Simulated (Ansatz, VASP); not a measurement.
TiSi2 in VASP and in Ansatz

POSCAR

```
TiSi2
1.0
   -1.4728720000      1.7121300000      4.2120830000
    1.4728720000     -1.7121300000      4.2120830000
    1.4728720000      1.7121300000     -4.2120830000
Ti Si
1 2
Direct
    0.0000000000      0.0000000000      0.0000000000
    0.3299220000      0.3299220000      0.0000000000
    0.6700780000      0.6700780000      0.0000000000
```

Contents of INCAR.step1:

```
ALGO = Normal
EDIFF = 1E-4
ENCUT = 520
GGA = PE
ISMEAR = -1
LASPH = True
LCHARG = False
LREAL = False
LWAVE = True
NBANDS = 17
NELM = 100
PREC = Accurate
SIGMA = 0.1
```

File INCAR.step2:

```
ALGO = Normal
EDIFF = 1E-6
ENCUT = 520
ISIF = 2
ISMEAR = -1
ISTART = 1
LASPH = True
LCHARG = True
LELF = True
LMIXTAU = True
LREAL = False
LVHAR = True
LWAVE = False
METAGGA = R2SCAN
NBANDS = 17
NELM = 100
PREC = Accurate
SIGMA = 0.1
```

File KPOINTS:

```
k-points
0
Gamma
  12 12 12
```

Input for Ansatz:

```yaml
crystal:
  lattice:
    - [-1.472872, 1.71213, 4.212083]
    - [1.472872, -1.71213, 4.212083]
    - [1.472872, 1.71213, -4.212083]
  atoms:
    - { symbol: Ti, position: [0.0, 0.0, 0.0] }
    - { symbol: Si, position: [0.329922, 0.329922, -1.3131728690141979e-17] }
    - { symbol: Si, position: [0.670078, 0.670078, -4.460205841348141e-19] }
basis:
  ecutwfc: 653.073269903712
kpoints:
  mp_grid:
    grid: [12, 12, 12]
hamiltonian:
  xc: r2scan
  pseudopotentials:
    kind: paw
scf:
  occupations:
    method: fermi_dirac
    width: 0.1
output:
  stress: true
```

Alike in both runs: task single point; functional r2SCAN; k mesh 12 × 12 × 12; occupations fermi-dirac, width 0.1 eV; no spin polarisation.

```csv
,VASP,Ansatz
version,VASP 6.6.1,Ansatz 0.2.0
potentials or method,"VASP PAW PBE potentials, release 64 (Ti_sv, Si), cutoff 520 eV","plane waves, PAW"
valence electrons in the cell,20,20
```

|  | VASP | Ansatz | Ansatz less VASP |
| --- | --- | --- | --- |
| pressure (GPa) | -2.0 | -2.3 | -0.28 |
| traceless stress, the component that is largest in VASP (GPa) | 0.70 | 0.70 | +0.005 |

VASP's potentials were made for PBE, not for r2SCAN. With one functional, cell and mesh, what is left measures potentials, basis and numerics.
